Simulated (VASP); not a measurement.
# Pd (Fm-3m) in VASP: further runs

Pd is run at these levels: LDA; tasks: single point, relaxation of cell and atoms.

Everything below comes from runs of VASP 6.6.1. Logs are shortened: lines on timing, memory, paths and dates and some standing lists are left out, and cuts for length are marked.

**1. The cell of the first run**

The structure is cubic, space group Fm-3m (No. 225). Conventional cell: a = 3.893 Å, b = 3.893 Å, c = 3.893 Å, α = 90.00°, β = 90.00°, γ = 90.00°. Within 3.6 Å of Pd (site symmetry m-3m) lie 12 Pd at 2.75 Å.

**2. Single point, LDA**

File INCAR:

```
SYSTEM = Pd
PREC     = Accurate       ! precision mode
ENCUT    = 520            ! plane-wave cutoff, eV
EDIFF    = 1E-6           ! SCF threshold, eV
ISMEAR   = 0              ! smearing method
SIGMA    = 0.1            ! smearing width, eV
LREAL    = .FALSE.        ! projectors in reciprocal space
LASPH    = .TRUE.         ! aspherical terms in the spheres
NELM     = 80             ! most SCF steps
ALGO     = Normal         ! electronic algorithm
ISIF     = 2              ! what is computed and relaxed
LWAVE    = .FALSE.        ! write WAVECAR
LCHARG   = .FALSE.        ! write CHGCAR
NBANDS   = 11             ! bands
```

File KPOINTS:

```
regular mesh
0
G
  8 8 8
  0 0 0
```

File POSCAR:

```
Pd
1.0
    0.0000000000      1.9465000000      1.9465000000
    1.9465000000      0.0000000000      1.9465000000
    1.9465000000      1.9465000000      0.0000000000
Pd
1
Direct
    0.0000000000      0.0000000000      0.0000000000
```

Potentials or basis: VASP PAW LDA potentials, release 64 (Pd).

Command:

```
cat potpaw_LDA.64/Pd/POTCAR > POTCAR
mpirun -np 1 vasp_std > vasp.out
```

OUTCAR:

```text
SYSTEM = Pd
   PREC = Accurate
   ENCUT = 520
   EDIFF = 1E-6
   ISMEAR = 0
   LREAL = .FALSE.
   LASPH = .TRUE.
   NELM = 80
   ISIF = 2

 ion  position               nearest neighbor table
   1  0.000  0.000  0.000-

  LATTYP: Found a face centered cubic cell.
 ALAT       =     3.8930000000

  Lattice vectors:

 A1 = (   0.0000000000,   1.9465000000,   1.9465000000)
 A2 = (   1.9465000000,   0.0000000000,   1.9465000000)
 A3 = (   1.9465000000,   1.9465000000,   0.0000000000)

Analysis of symmetry for initial positions (statically):
=====================================================================
 Subroutine PRICEL returns:
 Original cell was already a primitive cell.

 Routine SETGRP: Setting up the symmetry group for a
 face centered cubic supercell.

 Subroutine GETGRP returns: Found 48 space group operations
 (whereof 48 operations were pure point group operations)
 out of a pool of 48 trial point group operations.

The static configuration has the point symmetry O_h .

Analysis of symmetry for dynamics (positions and initial velocities):
=====================================================================
 Subroutine PRICEL returns:
 Original cell was already a primitive cell.

 Routine SETGRP: Setting up the symmetry group for a
 face centered cubic supercell.

 Subroutine GETGRP returns: Found 48 space group operations
 (whereof 48 operations were pure point group operations)
 out of a pool of 48 trial point group operations.

The dynamic configuration has the point symmetry O_h .

 Subroutine INISYM returns: Found 48 space group operations
 (whereof 48 operations are pure point group operations),
 and found     1 'primitive' translations

----------------------------------------------------------------------------------------

                                     Primitive cell

  volume of cell :      14.7500

  direct lattice vectors                    reciprocal lattice vectors
     0.000000000  1.946500000  1.946500000    -0.256871307  0.256871307  0.256871307
     1.946500000  0.000000000  1.946500000     0.256871307 -0.256871307  0.256871307
     1.946500000  1.946500000  0.000000000     0.256871307  0.256871307 -0.256871307

  length of vectors
     2.752766699  2.752766699  2.752766699     0.444914156  0.444914156  0.444914156

  position of ions in fractional coordinates (direct lattice)
     0.000000000  0.000000000  0.000000000

  ion indices of the primitive-cell ions
   primitive index   ion index
                 1           1

----------------------------------------------------------------------------------------

 KPOINTS: regular mesh

Automatic generation of k-mesh.
 Grid dimensions read from file:
 generate k-points for:    8    8    8

 Generating k-lattice:

  Cartesian coordinates                     Fractional coordinates (reciprocal lattice)
    -0.032108913  0.032108913  0.032108913     0.125000000  0.000000000  0.000000000
     0.032108913 -0.032108913  0.032108913     0.000000000  0.125000000  0.000000000
     0.032108913  0.032108913 -0.032108913     0.000000000  0.000000000  0.125000000

  Length of vectors
     0.055614269  0.055614269  0.055614269

  Shift w.r.t. Gamma in fractional coordinates (k-lattice)
     0.000000000  0.000000000  0.000000000

 Subroutine IBZKPT returns following result:
 ===========================================

 Found     29 irreducible k-points:

 Following reciprocal coordinates:
            Coordinates               Weight
  0.000000  0.000000  0.000000      1.000000
  0.125000  0.000000  0.000000      8.000000
  0.250000  0.000000  0.000000      8.000000
  0.375000  0.000000  0.000000      8.000000
  0.500000  0.000000  0.000000      4.000000
  0.125000  0.125000  0.000000      6.000000
[... 16 lines left out ...]
  0.500000  0.250000  0.125000     48.000000
 -0.375000  0.250000  0.125000     24.000000
 [... further k-points ...]
   k-points           NKPTS =     29   k-points in BZ     NKDIM =     29   number of bands    NBANDS=     11
   number of dos      NEDOS =    301   number of ions     NIONS =      1
   total plane-waves  NPLWV =   8000
   dimension x,y,z NGX =    20 NGY =   20 NGZ =   20
   dimension x,y,z NGXF=    40 NGYF=   40 NGZF=   40
   ions per type =               1
   NGX,Y,Z   is equivalent  to a cutoff of  12.08, 12.08, 12.08 a.u.
   NGXF,Y,Z  is equivalent  to a cutoff of  24.16, 24.16, 24.16 a.u.
 SYSTEM =  Pd
   PREC   = accura    normal or accurate (medium, high low for compatibility)
   ISTART =      0    job   : 0-new  1-cont  2-samecut
   ICHARG =      2    charge: 1-file 2-atom 10-const
   ISPIN  =      1    spin polarized calculation?
   LNONCOLLINEAR =      F non collinear calculations
   LSORBIT =      F    spin-orbit coupling
   LASPH  =      T    aspherical Exc in radial PAW
   ENCUT  =  520.0 eV  38.22 Ry    6.18 a.u.   5.12  5.12  5.12*2*pi/ulx,y,z
   NELM   =     80;   NELMIN=  2; NELMDL= -5     # of ELM steps
   EDIFF  = 0.1E-05   stopping-criterion for ELM
   LREAL  =      F    real-space projection
   EDIFFG = 0.1E-04   stopping-criterion for IOM
   NSW    =      0    number of steps for IOM
   IBRION =     -1    ionic relax: 0-MD 1-quasi-New 2-CG
   NFREE  =      0    steps in history (QN), initial steepest desc. (CG)
   ISIF   =      2    stress and relaxation
   ISYM   =      2    0-nonsym 1-usesym 2-fastsym
   POTIM  = 0.5000    time-step for ionic-motion
   TEBEG  =    0.0;   TEEND  =   0.0 temperature during run
   PSTRESS=    0.0 pullay stress
   NELECT =      10.0000    total number of electrons
   NUPDOWN=      -1.0000    fix difference up-down
   EMIN   =  10.00;   EMAX   =-10.00  energy-range for DOS
   EFERMI =   0.00;   METHOD = LEGACY
   ISMEAR =     0;   SIGMA  =   0.10  broadening in eV -4-tet -1-fermi 0-gaus
   EFERMI_NEDOS =   21; number of points for ismear=-14 and -15
   IALGO  =     38    algorithm
   IMIX   =      4    mixing-type and parameters
     AMIX     =   0.40;   BMIX     =  1.00
     AMIX_MAG =   1.60;   BMIX_MAG =  1.00
  volume/ion in A,a.u.               =      14.75        99.54
  Fermi-wavevector in a.u.,A,eV,Ry     =   1.438171  2.717748 28.141404  2.068335
  Thomas-Fermi vector in A             =   2.557167
   LORBIT       =      0    0 simple, 1 ext, 2 COOP (PROOUT), +10 PAW based schemes
   GGA     = CA    functional components
   LHFCALC =     F    Hartree Fock is set to
   AEXX    =    0.0000 exact exchange contribution
   IVDW    =     0    specifies the selected vdW correction
   LEPSILON=     F    determine dielectric tensor
   LRPA    =     F    only Hartree local field effects (RPA)
 non-spin polarized calculation
 Gauss-broadening in eV      SIGMA  =   0.10
  energy-cutoff  :      520.00
  volume of cell :       14.75
 maximum number of plane-waves:       415
   NGX = 11   NGY = 11   NGZ = 11

 number of electron      10.0000000 magnetization

 number of electron       9.9999999 magnetization

 Free energy of the ion-electron system (eV)
  ---------------------------------------------------
  ext. energy  EPLUGINS =         0.00000000
  ---------------------------------------------------
  free energy    TOTEN  =        -6.46046880 eV

  energy without entropy =       -6.44818018  energy(sigma->0) =       -6.45432449

 E-fermi :   9.6987     XC(G=0): -13.5121

 val. band max:        9.6523092050   @ k =  -0.3750   0.3750   0.1250
 cond. band min:       9.7041229646   @ k =   0.5000   0.2500   0.0000
 fundamental gap:      0.0518137596
 Fermi energy:         9.6986515487

 k-point     1 :       0.0000    0.0000    0.0000
  band No.  band energies     occupation
      1       2.3536      2.00000
      2       6.7564      2.00000
      3       6.7564      2.00000
      4       6.7564      2.00000
      5       8.3981      2.00000
      6       8.3981      2.00000
      7      26.7247      0.00000
      8      31.4366      0.00000
      9      31.4366      0.00000
     10      31.4366      0.00000
     11      35.4671      0.00000

 k-point     2 :       0.1250    0.0000    0.0000
  band No.  band energies     occupation
      1       2.9020      2.00000
      2       6.5846      2.00000
      3       6.9306      2.00000
      4       6.9306      2.00000
      5       8.3300      2.00000
      6       8.3300      2.00000
      7      27.1704      0.00000
      8      28.7822      0.00000
      9      32.0641      0.00000
     10      32.0641      0.00000
     11      35.5286      0.00000

 k-point     3 :       0.2500    0.0000    0.0000
  band No.  band energies     occupation
      1       4.0559      2.00000
      2       6.7030      2.00000
      3       7.0545      2.00000
      4       7.0545      2.00000
      5       8.5468      2.00000
      6       8.5468      2.00000
      7      24.0637      0.00000
      8      27.7859      0.00000
      9      33.1168      0.00000
     10      33.1168      0.00000
     11      35.2335      0.00000

 k-point     4 :       0.3750    0.0000    0.0000
  band No.  band energies     occupation
      1       4.3370      2.00000
      2       6.8375      2.00000
      3       6.8375      2.00000
      4       8.6541      2.00000
      5       9.2422      2.00000
      6       9.2422      2.00000
      7      19.5301      0.00000
      8      26.6477      0.00000
      9      31.5541      0.00000
     10      31.5541      0.00000
     11      35.5176      0.00000

 k-point     5 :       0.5000    0.0000    0.0000
  band No.  band energies     occupation
      1       4.2568      2.00000
      2       6.7133      2.00000
      3       6.7133      2.00000
      4       9.6137      1.77042
      5       9.6137      1.77042
      6      10.5320      0.00000
      7      16.8638      0.00000
      8      26.0909      0.00000
      9      30.5147      0.00000
     10      30.5147      0.00000
     11      35.5021      0.00000
[... 211 lines left out ...]
 k-point    21 :       0.5000    0.5000    0.0000
  band No.  band energies     occupation
      1       4.1805      2.00000
      2       4.4701      2.00000
      3       9.5904      1.87404
      4       9.9301      0.00107
      5       9.9301      0.00107
      6      12.8438      0.00000
      7      20.3198      0.00000
      8      22.6561      0.00000
      9      22.6561      0.00000
     10      31.1174      0.00000
     11      31.3101      0.00000

 k-point    22 :       0.3750    0.2500    0.1250
  band No.  band energies     occupation
      1       5.0675      2.00000
      2       5.7294      2.00000
      3       6.8027      2.00000
      4       8.0531      2.00000
      5       8.2442      2.00000
      6       9.8924      0.00614
      7      24.5920      0.00000
      8      25.4143      0.00000
      9      28.8710      0.00000
     10      31.5195      0.00000
     11      35.0487      0.00000

 k-point    23 :       0.5000    0.2500    0.1250
  band No.  band energies     occupation
      1       5.2623      2.00000
      2       6.1593      2.00000
      3       6.5539      2.00000
      4       7.8706      2.00000
      5       9.1013      2.00000
      6      12.0557      0.00000
      7      20.2283      0.00000
      8      24.6637      0.00000
      9      26.8598      0.00000
     10      31.5937      0.00000
     11      35.3280      0.00000

 k-point    24 :      -0.3750    0.2500    0.1250
  band No.  band energies     occupation
      1       5.2033      2.00000
      2       5.9644      2.00000
      3       7.1484      2.00000
      4       7.6387      2.00000
      5       9.4743      1.99849
      6      14.4159      0.00000
      7      16.9044      0.00000
      8      25.2292      0.00000
      9      25.4521      0.00000
     10      30.6557      0.00000
     11      35.5238      0.00000

 [... further k-points ...]
[... 5 lines left out ...]
  --------------------------------------------------------------------------------------
  -------------------------------------------------------------------------------------
  Total       -0.6728229     -0.6728229     -0.6728229      0.0000000      0.0000000      0.0000000
  in kB      -73.0832959    -73.0832959    -73.0832959      0.0000000      0.0000000      0.0000000
  external PRESSURE =     -73.0832959 kB  Pullay stress =       0.0000000 kB

 VOLUME and BASIS-vectors are now :
 -----------------------------------------------------------------------------
  energy-cutoff  :      520.00
  volume of cell :       14.75
      direct lattice vectors                 reciprocal lattice vectors
     0.000000000  1.946500000  1.946500000    -0.256871307  0.256871307  0.256871307
     1.946500000  0.000000000  1.946500000     0.256871307 -0.256871307  0.256871307
     1.946500000  1.946500000  0.000000000     0.256871307  0.256871307 -0.256871307

 POSITION                                       TOTAL-FORCE (eV/Angst)
 -----------------------------------------------------------------------------------
      0.00000      0.00000      0.00000        -0.000000     -0.000000     -0.000000
 -----------------------------------------------------------------------------------
    total drift:                                0.000000      0.000000      0.000000

  FREE ENERGIE OF THE ION-ELECTRON SYSTEM (eV)
  ---------------------------------------------------
  free  energy   TOTEN  =        -6.4604688006 eV

  energy  without entropy=       -6.4481801841  energy(sigma->0) =       -6.45432449
```

Run time: 2.3 s. Hardware: 1 thread of Intel Xeon 6975P-C (Granite Rapids), shared host; peak memory 0.12 GiB.

What came out:

```
Free energy            : -6.4605 eV
Pressure               : -7.3 GPa
Band gap on the k mesh : zero (band 5 reaches 9.93 eV, above the bottom of band 6 at 8.33 eV)
```

Levels at points of the mesh, in eV from the Fermi level:
| k point | band 2 | band 3 | band 4 | band 5 | band 6 | band 7 | band 8 | band 9 |
| --- | --- | --- | --- | --- | --- | --- | --- | --- |
| (0.00, 0.00, 0.00) | -2.94 | -2.94 | -2.94 | -1.30 | -1.30 | 17.03 | 21.74 | 21.74 |
| (0.50, 0.00, 0.00) | -2.99 | -2.99 | -0.08 | -0.08 | 0.83 | 7.17 | 16.39 | 20.82 |
| (0.50, 0.50, 0.00) | -5.23 | -0.11 | 0.23 | 0.23 | 3.15 | 10.62 | 12.96 | 12.96 |

[end of part 1 of 2]
